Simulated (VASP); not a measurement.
# Mo3Ru (P-6m2) in VASP: relaxation of cell and atoms with PBE

Aim: the relaxation of cell and atoms of Mo3Ru with PBE.

All numbers are computed with VASP 6.6.1; they aren't measurements. Logs are shortened: lines on timing, memory, paths and dates and some standing lists are left out, and cuts for length are marked.

**1. The cell of the first run**

The structure is hexagonal, space group P-6m2 (No. 187). The conventional cell has a = 2.775 Å, b = 2.775 Å, c = 9.251 Å, α = 90.00°, β = 90.00°, γ = 120.00°. Mo (site symmetry -6m2) has 12 Mo at 2.78 to 2.91 Å within 3.7 Å. Within 3.6 Å of Mo (site symmetry 3m) lie 3 Ru at 2.72 Å and 9 Mo at 2.78 to 2.91 Å. Within 3.6 Å of Ru (site symmetry -6m2) lie 6 Mo at 2.72 Å and 6 Ru at 2.78 Å.

**2. Relaxation of cell and atoms, PBE**

INCAR reads:

```
PREC = Accurate
ENCUT = 500
EDIFF = 1E-7
ISMEAR = 0
SIGMA = 0.1
LREAL = False
LASPH = True
NELM = 120
ALGO = Normal
ISIF = 3
LWAVE = False
LCHARG = False
GGA = PE
IBRION = 2
NSW = 100
EDIFFG = -0.01
GGA_COMPAT = False
NELMIN = 4
```

KPOINTS reads:

```
regular mesh
0
Gamma
  18 18 6
```

POSCAR reads:

```
Mo3Ru
1.0
    2.7751599755      0.0000000000      0.0000000000
   -1.3875799878      2.4033590384      0.0000000000
    0.0000000000      0.0000000000      9.2506186776
Mo Ru
3 1
Direct
    0.3333333333      0.6666666667      0.5000000000
    0.6666666667      0.3333333333      0.2378785876
    0.6666666667      0.3333333333      0.7621214124
    0.3333333333      0.6666666667      0.0000000000
```

Potentials or basis: VASP PAW PBE potentials, release 64 (Mo_sv, Ru_pv).

On the command line:

```console
$ cat potpaw_PBE.64/Mo_sv/POTCAR potpaw_PBE.64/Ru_pv/POTCAR > POTCAR
$ mpirun -np 1 vasp_std > vasp.out
```

OUTCAR:

```text
PREC = Accurate
   ENCUT = 500
   EDIFF = 1E-7
   ISMEAR = 0
   LREAL = False
   LASPH = True
   NELM = 120
   ISIF = 3
   GGA = PE
   IBRION = 2
   NSW = 100
   EDIFFG = -0.01
   NELMIN = 4

 ion  position               nearest neighbor table
   1  0.333  0.667  0.500-   2 2.91   3 2.91   2 2.91   3 2.91   2 2.91   3 2.91
   2  0.667  0.333  0.238-   4 2.72   4 2.72   4 2.72   1 2.91   1 2.91   1 2.91
   3  0.667  0.333  0.762-   4 2.72   4 2.72   4 2.72   1 2.91   1 2.91   1 2.91
   4  0.333  0.667  0.000-   2 2.72   3 2.72   2 2.72   3 2.72   2 2.72   3 2.72

  LATTYP: Found a hexagonal cell.
 ALAT       =     2.7751599755
 C/A-ratio  =     3.3333641157

  Lattice vectors:

 A1 = (   2.7751599755,   0.0000000000,   0.0000000000)
 A2 = (  -1.3875799878,   2.4033590384,   0.0000000000)
 A3 = (   0.0000000000,   0.0000000000,   9.2506186776)

Analysis of symmetry for initial positions (statically):
=====================================================================
 Subroutine PRICEL returns:
 Original cell was already a primitive cell.

 Routine SETGRP: Setting up the symmetry group for a
 hexagonal supercell.

 Subroutine GETGRP returns: Found 12 space group operations
 (whereof 12 operations were pure point group operations)
 out of a pool of 24 trial point group operations.

The static configuration has the point symmetry D_3h.

Analysis of symmetry for dynamics (positions and initial velocities):
=====================================================================
 Subroutine PRICEL returns:
 Original cell was already a primitive cell.

 Routine SETGRP: Setting up the symmetry group for a
 hexagonal supercell.

 Subroutine GETGRP returns: Found 12 space group operations
 (whereof 12 operations were pure point group operations)
 out of a pool of 24 trial point group operations.

The dynamic configuration has the point symmetry D_3h.

 Subroutine INISYM returns: Found 12 space group operations
 (whereof 12 operations are pure point group operations),
 and found     1 'primitive' translations

----------------------------------------------------------------------------------------

                                     Primitive cell

  volume of cell :      61.6989

  direct lattice vectors                    reciprocal lattice vectors
     2.775159975  0.000000000  0.000000000     0.360339587  0.208042158  0.000000000
    -1.387579988  2.403359038  0.000000000     0.000000000  0.416084315  0.000000000
     0.000000000  0.000000000  9.250618678     0.000000000  0.000000000  0.108100878

  length of vectors
     2.775159975  2.775159976  9.250618678     0.416084315  0.416084315  0.108100878

  position of ions in fractional coordinates (direct lattice)
     0.333333333  0.666666667  0.500000000
     0.666666667  0.333333333  0.237878588
     0.666666667  0.333333333  0.762121412
     0.333333333  0.666666667  0.000000000

  ion indices of the primitive-cell ions
   primitive index   ion index
                 1           1
                 2           2
                 3           3
                 4           4

----------------------------------------------------------------------------------------

 KPOINTS: regular mesh

Automatic generation of k-mesh.
 Grid dimensions read from file:
 generate k-points for:   18   18    6

 Generating k-lattice:

  Cartesian coordinates                     Fractional coordinates (reciprocal lattice)
     0.020018866  0.011557898  0.000000000     0.055555556  0.000000000  0.000000000
     0.000000000  0.023115795  0.000000000     0.000000000  0.055555556  0.000000000
     0.000000000  0.000000000  0.018016813     0.000000000  0.000000000  0.166666667

  Length of vectors
     0.023115795  0.023115795  0.018016813

  Shift w.r.t. Gamma in fractional coordinates (k-lattice)
     0.000000000  0.000000000  0.000000000

 Subroutine IBZKPT returns following result:
 ===========================================

 Found    148 irreducible k-points:

 Following reciprocal coordinates:
            Coordinates               Weight
  0.000000  0.000000  0.000000      1.000000
  0.055556  0.000000  0.000000      6.000000
  0.111111  0.000000  0.000000      6.000000
  0.166667  0.000000  0.000000      6.000000
  0.222222  0.000000  0.000000      6.000000
  0.277778  0.000000  0.000000      6.000000
[... 16 lines left out ...]
  0.333333  0.111111  0.000000     12.000000
  0.388889  0.111111  0.000000     12.000000
 [... further k-points ...]
   k-points           NKPTS =    148   k-points in BZ     NKDIM =    148   number of bands    NBANDS=     33
   number of dos      NEDOS =    301   number of ions     NIONS =      4
   total plane-waves  NPLWV =  28000
   dimension x,y,z NGX =    20 NGY =   20 NGZ =   70
   dimension x,y,z NGXF=    40 NGYF=   40 NGZF=  140
   ions per type =               3   1
   NGX,Y,Z   is equivalent  to a cutoff of  11.98, 11.98, 12.58 a.u.
   NGXF,Y,Z  is equivalent  to a cutoff of  23.96, 23.96, 25.16 a.u.
 SYSTEM =  unknown system
   PREC   = accura    normal or accurate (medium, high low for compatibility)
   ISTART =      0    job   : 0-new  1-cont  2-samecut
   ICHARG =      2    charge: 1-file 2-atom 10-const
   ISPIN  =      1    spin polarized calculation?
   LNONCOLLINEAR =      F non collinear calculations
   LSORBIT =      F    spin-orbit coupling
   LASPH  =      T    aspherical Exc in radial PAW
   ENCUT  =  500.0 eV  36.75 Ry    6.06 a.u.   5.06  5.06 16.87*2*pi/ulx,y,z
   NELM   =    120;   NELMIN=  4; NELMDL= -5     # of ELM steps
   EDIFF  = 0.1E-06   stopping-criterion for ELM
   LREAL  =      F    real-space projection
   EDIFFG = -.1E-01   stopping-criterion for IOM
   NSW    =    100    number of steps for IOM
   IBRION =      2    ionic relax: 0-MD 1-quasi-New 2-CG
   NFREE  =      1    steps in history (QN), initial steepest desc. (CG)
   ISIF   =      3    stress and relaxation
   ISYM   =      2    0-nonsym 1-usesym 2-fastsym
   POTIM  = 0.5000    time-step for ionic-motion
   TEBEG  =    0.0;   TEEND  =   0.0 temperature during run
   PSTRESS=    0.0 pullay stress
   NELECT =      56.0000    total number of electrons
   NUPDOWN=      -1.0000    fix difference up-down
   EMIN   =  10.00;   EMAX   =-10.00  energy-range for DOS
   EFERMI =   0.00;   METHOD = LEGACY
   ISMEAR =     0;   SIGMA  =   0.10  broadening in eV -4-tet -1-fermi 0-gaus
   EFERMI_NEDOS =   21; number of points for ismear=-14 and -15
   IALGO  =     38    algorithm
   IMIX   =      4    mixing-type and parameters
     AMIX     =   0.40;   BMIX     =  1.00
     AMIX_MAG =   1.60;   BMIX_MAG =  1.00
  volume/ion in A,a.u.               =      15.42       104.09
  Fermi-wavevector in a.u.,A,eV,Ry     =   1.585057  2.995324 34.183376  2.512407
  Thomas-Fermi vector in A             =   2.684580
   LORBIT       =      0    0 simple, 1 ext, 2 COOP (PROOUT), +10 PAW based schemes
   GGA     = PE    functional components
   LHFCALC =     F    Hartree Fock is set to
   AEXX    =    0.0000 exact exchange contribution
   IVDW    =     0    specifies the selected vdW correction
   LEPSILON=     F    determine dielectric tensor
   LRPA    =     F    only Hartree local field effects (RPA)
 conjugate gradient relaxation of ions
 non-spin polarized calculation
 Gauss-broadening in eV      SIGMA  =   0.10
  energy-cutoff  :      500.00
  volume of cell :       61.70
 maximum number of plane-waves:      1588
   NGX = 11   NGY = 11   NGZ = 33

--------------------------------------- Ionic step        1  -------------------------------------------

 number of electron      55.9999997 magnetization

 Free energy of the ion-electron system (eV)
  ---------------------------------------------------
  ext. energy  EPLUGINS =         0.00000000
  ---------------------------------------------------
  free energy    TOTEN  =       -41.06824696 eV

  energy without entropy =      -41.04113913  energy(sigma->0) =      -41.05469305

------------------------ aborting loop because EDIFF is reached ----------------------------------------

  FORCE on cell =-STRESS in cart. coord.  units (eV):
  Direction    XX          YY          ZZ          XY          YZ          ZX
  --------------------------------------------------------------------------------------
  -------------------------------------------------------------------------------------
  Total       -0.1064704     -0.1064704      0.8468122      0.0000000     -0.0000000      0.0000000
  in kB       -2.7647903     -2.7647903     21.9897476      0.0000000     -0.0000000      0.0000000
  external PRESSURE =       5.4867223 kB  Pullay stress =       0.0000000 kB

 VOLUME and BASIS-vectors are now :
 -----------------------------------------------------------------------------
  energy-cutoff  :      500.00
  volume of cell :       61.70
      direct lattice vectors                 reciprocal lattice vectors
     2.775159975  0.000000000  0.000000000     0.360339587  0.208042158  0.000000000
    -1.387579988  2.403359038  0.000000000     0.000000000  0.416084315  0.000000000
     0.000000000  0.000000000  9.250618678     0.000000000  0.000000000  0.108100878
[... 267 lines left out ...]
 POSITION                                       TOTAL-FORCE (eV/Angst)
 -----------------------------------------------------------------------------------
     -0.00000      1.59769      4.66779        -0.000000     -0.000000      0.000000
      1.38364      0.79885      2.21360         0.000000     -0.000000     -0.000942
      1.38364      0.79885      7.12198        -0.000000      0.000000      0.000942
     -0.00000      1.59769      9.33558        -0.000000     -0.000000     -0.000000
 -----------------------------------------------------------------------------------
    total drift:                               -0.000000      0.000000     -0.000000

  FREE ENERGIE OF THE ION-ELECTRON SYSTEM (eV)
  ---------------------------------------------------
  free  energy   TOTEN  =       -41.0730015341 eV

  energy  without entropy=      -41.0484085895  energy(sigma->0) =      -41.06070506

--------------------------------------- Ionic step        9  -------------------------------------------

 number of electron      56.0000001 magnetization

 Free energy of the ion-electron system (eV)
  ---------------------------------------------------
  ext. energy  EPLUGINS =         0.00000000
  ---------------------------------------------------
  free energy    TOTEN  =       -41.07301163 eV

  energy without entropy =      -41.04840332  energy(sigma->0) =      -41.06070748

 E-fermi :  11.9439     XC(G=0): -13.4025

 val. band max:       11.9398193462   @ k =   0.2778   0.2222   0.1667
 cond. band min:      11.9512890065   @ k =   0.2778   0.0556   0.5000
 fundamental gap:      0.0114696603
 Fermi energy:        11.9438984957

 k-point     1 :       0.0000    0.0000    0.0000
  band No.  band energies     occupation
      1     -48.8956      2.00000
      2     -48.8220      2.00000
      3     -48.7832      2.00000
      4     -30.6059      2.00000
      5     -30.2778      2.00000
      6     -30.2778      2.00000
[... 853 lines left out ...]
     32      14.9129      0.00000
     33      15.1567      0.00000

 [... further k-points ...]
[... 5 lines left out ...]
  --------------------------------------------------------------------------------------
  -------------------------------------------------------------------------------------
  Total       -0.0138781     -0.0138781      0.0074051      0.0000000     -0.0000000      0.0000000
  in kB       -0.3592974     -0.3592974      0.1917134      0.0000000     -0.0000000      0.0000000
  external PRESSURE =      -0.1756272 kB  Pullay stress =       0.0000000 kB

 VOLUME and BASIS-vectors are now :
 -----------------------------------------------------------------------------
  energy-cutoff  :      500.00
  volume of cell :       61.89
      direct lattice vectors                 reciprocal lattice vectors
     2.766977720  0.000000000  0.000000000     0.361405151  0.208657361  0.000000000
    -1.383488860  2.396272998 -0.000000000    -0.000000000  0.417314722  0.000000000
    -0.000000000 -0.000000000  9.333527244    -0.000000000  0.000000000  0.107140631

 POSITION                                       TOTAL-FORCE (eV/Angst)
 -----------------------------------------------------------------------------------
     -0.00000      1.59752      4.66676        -0.000000      0.000000      0.000000
      1.38349      0.79876      2.21336         0.000000      0.000000     -0.002869
      1.38349      0.79876      7.12017        -0.000000     -0.000000      0.002869
     -0.00000      1.59752     -0.00000         0.000000     -0.000000      0.000000
 -----------------------------------------------------------------------------------
    total drift:                               -0.000000      0.000000     -0.000000

  FREE ENERGIE OF THE ION-ELECTRON SYSTEM (eV)
  ---------------------------------------------------
  free  energy   TOTEN  =       -41.0730116315 eV

  energy  without entropy=      -41.0484033233  energy(sigma->0) =      -41.06070748

 reached required accuracy - stopping structural energy minimisation
```

It took 22 min on 1 thread of Intel Xeon Platinum 8488C (Sapphire Rapids), shared host; peak memory 0.35 GiB.

What came out:

* Free energy: -41.0730 eV
* Relaxed volume: 15.47 Å³/atom
* Relaxed cell: a = 2.767 Å, b = 2.767 Å, c = 9.334 Å, α = 90.00°, β = 90.00°, γ = 120.00°
* Space group after relaxing (to 0.1 Å): P-6m2 (No. 187)
* Energy gained by relaxing: 1.2 meV/atom
* Ionic steps: 9
* Pressure after relaxing: 0.0 GPa
* Band gap on the k mesh: zero (bands 28 and 29 overlap by 2.17 eV)

Forces in eV/Å, atoms in the order of the input:
```
Mo   0.000  0.000  0.000
Mo   0.000  0.000 -0.003
Mo   0.000  0.000  0.003
Ru   0.000  0.000  0.000
```

The path:
```tsv
step	energy change (eV)	largest force (eV/Å)	pressure (GPa)	volume (Å³)
1	0.0000	0.0647	0.55	61.70
2	-0.0034	0.0686	-1.24	62.17
3	-0.0037	0.0679	-0.85	62.07
4	-0.0025	0.0004	1.27	61.60
5	-0.0046	0.0403	0.00	61.88
6	-0.0048	0.0142	0.05	61.87
7	-0.0048	0.0043	0.06	61.87
8	-0.0048	0.0009	-0.12	61.91
9	-0.0048	0.0029	-0.02	61.89
```

Final structure:
```xyz
4
Lattice="2.7670 0.0000 0.0000 -1.3835 2.3963 0.0000 0.0000 0.0000 9.3335" Properties=species:S:1:pos:R:3 pbc="T T T"
Mo    0.0000    1.5975    4.6668
Mo    1.3835    0.7988    2.2134
Mo    1.3835    0.7988    7.1202
Ru    0.0000    1.5975    0.0000
```

Levels at points of the mesh, in eV from the Fermi level:
```
           k point  band 25  band 26  band 27  band 28  band 29  band 30  band 31  band 32
(0.00, 0.00, 0.00)    -1.15    -1.15    -0.63    -0.63    -0.23    -0.23     0.37     0.37
(0.50, 0.00, 0.00)    -0.64    -0.38     0.65     1.07     1.36     1.83     1.85     3.54
(0.00, 0.00, 0.50)    -1.17    -0.61    -0.49    -0.49    -0.43    -0.43     0.13     0.56
(0.50, 0.00, 0.50)    -0.41    -0.01     0.03     1.51     1.74     1.97     2.45     2.73
```
